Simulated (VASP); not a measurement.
# SiGe: single point with PBEsol

The system is SiGe.

```
Si Ge
1.0
     3.78391    0.00000    0.00000
    -1.89195    3.27696    0.00000
     0.00000    0.00000    6.84622
Si Ge
2 2
Direct
  0.66667 0.33333 0.87455
  0.33333 0.66667 0.37455
  0.66667 0.33333 0.50045
  0.33333 0.66667 0.00045
```

* Program: VASP 6.6.1
* Task: single point
* Functional: PBEsol
* Potentials or basis: VASP PAW PBE potentials, release 64 (Si, Ge_d)
* Cutoff: 520 eV
* k mesh: 12 × 12 × 6
* Occupations: gaussian, width 0.03 eV
* Spin: no spin polarisation

```json
{
  "Pressure": "1.0 GPa",
  "Largest force": "0.659 eV/Å",
  "Band gap on the k mesh": "0.13 eV (least direct gap 0.22 eV)"
}
```

Forces on the atoms (eV/Å):
```
Si   0.000  0.000 -0.659
Si   0.000  0.000 -0.659
Ge   0.000  0.000  0.659
Ge   0.000  0.000  0.659
```

Stress tensor (GPa, compression positive):
```
 6.50  0.00  0.00
 0.00  6.50  0.00
 0.00  0.00 -9.98
```

Levels at points of the mesh, in eV from the valence-band top:
| k point | band 15 | band 16 | band 17 | band 18 | band 19 | band 20 | band 21 | band 22 |
| --- | --- | --- | --- | --- | --- | --- | --- | --- |
| (0.00, 0.00, 0.00) | -1.15 | -0.59 | 0.00 | 0.00 | 0.22 | 1.33 | 2.51 | 2.51 |
| (0.50, 0.00, 0.00) | -4.66 | -2.94 | -2.91 | -1.70 | 0.69 | 1.67 | 2.90 | 3.07 |
| (0.00, 0.00, 0.50) | -0.67 | -0.67 | -0.67 | -0.67 | 1.92 | 1.92 | 3.32 | 3.32 |
| (0.50, 0.00, 0.50) | -2.87 | -2.87 | -2.40 | -2.40 | 0.38 | 0.38 | 1.63 | 1.63 |

It took 80 s on 1 thread of Intel(R) Xeon(R) Platinum 8488C (Sapphire Rapids), on a shared host, peak memory 0.28 GiB.

Caveat: the PAW data sets were made with another functional, which shifts forces and pressure a little. A k mesh can miss the band edges.
